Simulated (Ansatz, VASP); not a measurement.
# Al in VASP and in Ansatz

File INCAR:

```
SYSTEM = Al
  ALGO = Fast
  EDIFF = 1E-7
  ENCUT = 520
  GGA = PE
  ISIF = 2
  ISMEAR = 0
  LASPH = .TRUE.
  LCHARG = .FALSE.
  LREAL = .FALSE.
  LWAVE = .FALSE.
  NBANDS = 8
  NELM = 60
  PREC = Accurate
  SIGMA = 0.15
```

KPOINTS

```
k-points
0
G
  20 20 20
  0 0 0
```

The input POSCAR:

```
Al
1.0
   -1.6175102401      1.6741230985      1.6175102401
    1.6175102401     -1.6741230985      1.6175102401
    1.5608973817      1.6175102401     -1.6175102401
Al
1
Direct
    0.0000000000      0.0000000000      0.0000000000
```

Input for Ansatz:

```yaml
crystal:
  lattice:
    - [-1.6175102401, 1.6741230985, 1.6175102401]
    - [1.6175102401, -1.6741230985, 1.6175102401]
    - [1.5608973817, 1.6175102401, -1.6175102401]
  atoms:
    - { symbol: Al, position: [0.0, 0.0, 0.0] }
basis:
  ecutwfc: 420
kpoints:
  mp_grid: { grid: [20, 20, 20] }
hamiltonian:
  xc: pbe
scf:
  occupations: { method: gaussian, width: 0.15 }
output:
  forces: true
  stress: true
  eigenvalues: true
```

Change from the starting cell: engineering shear strain xy -0.0350, strain +e along x and -e along y -0.0175.

Alike in both runs: task single point; functional PBE; k mesh 20 × 20 × 20; occupations gaussian, width 0.15 eV; no spin polarisation.

|  | VASP | Ansatz |
| --- | --- | --- |
| version | VASP 6.6.1 | Ansatz 0.2.0 |
| potentials or method | VASP PAW PBE potentials, release 64 (Al), cutoff 520 eV | scalar-relativistic, plane waves, PAW |
| valence electrons in the cell | 3 | 3 |

```tsv
	VASP	Ansatz	Ansatz less VASP
gap on the k mesh at the Fermi level (eV)	none	none	-
pressure (GPa)	0.1	0.1	+0.02
traceless stress, the component that is largest in VASP (GPa)	1.16	1.16	+0.005
```

A gap of «none» marks a metal or a gap that the smearing closes.
